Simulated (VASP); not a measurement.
A run of VASP 6.6.1 is set up as follows.

File POSCAR:

```
TiC
1.0
    0.0000000000      2.1056548088      2.1056548088
    2.1056548088      0.0000000000      2.1056548088
    2.1056548088      2.1056548088      0.0000000000
Ti C
1 1
Direct
    0.0000000000      0.0000000000      0.0000000000
    0.5000000000      0.5000000000      0.5000000000
```

Contents of INCAR.step1:

```
SYSTEM = TiC
PREC = Accurate ; ENCUT = 520
EDIFF = 1E-5 ; ISMEAR = -1
SIGMA = 0.1 ; LREAL = .False.
LASPH = .True. ; NELM = 80
ALGO = Normal ; ISIF = 2
LWAVE = .True. ; LCHARG = .False.
NBANDS = 15 ; GGA = PE
```

INCAR.step2

```
SYSTEM = TiC
PREC = Accurate ; ENCUT = 520
EDIFF = 1E-6 ; ISMEAR = -1
SIGMA = 0.1 ; LREAL = .False.
LASPH = .True. ; NELM = 80
ALGO = Normal ; ISIF = 2
LWAVE = .False. ; LCHARG = .False.
GGA = PE ; LHFCALC = .True.
HFSCREEN = 0.2079 ; PRECFOCK = Normal
NBANDS = 15 ; ISTART = 1
```

The input KPOINTS:

```
Automatic mesh
0
Gamma
  4 4 4
  0 0 0
```

Potentials or basis: VASP PAW PBE potentials, release 64 (Ti_sv, C).

Command:

```console
$ cat potpaw_PBE.64/Ti_sv/POTCAR potpaw_PBE.64/C/POTCAR > POTCAR
$ cp INCAR.step1 INCAR
$ mpirun -np 1 vasp_std > vasp.out
$ cp INCAR.step2 INCAR
$ mpirun -np 1 vasp_std > vasp.out
```

Task: Estimate the pressure.

Result: 18.9 GPa.

Task: Predict the band gap on the k mesh.

Result: Zero (bands 8 and 9 overlap by 1.86 eV).

Caveat: the k points lie up to 0.65 Å⁻¹ apart, too coarse for converged energies and pressures of a metal; the PAW data sets were made with another functional, which shifts forces and pressure a little.
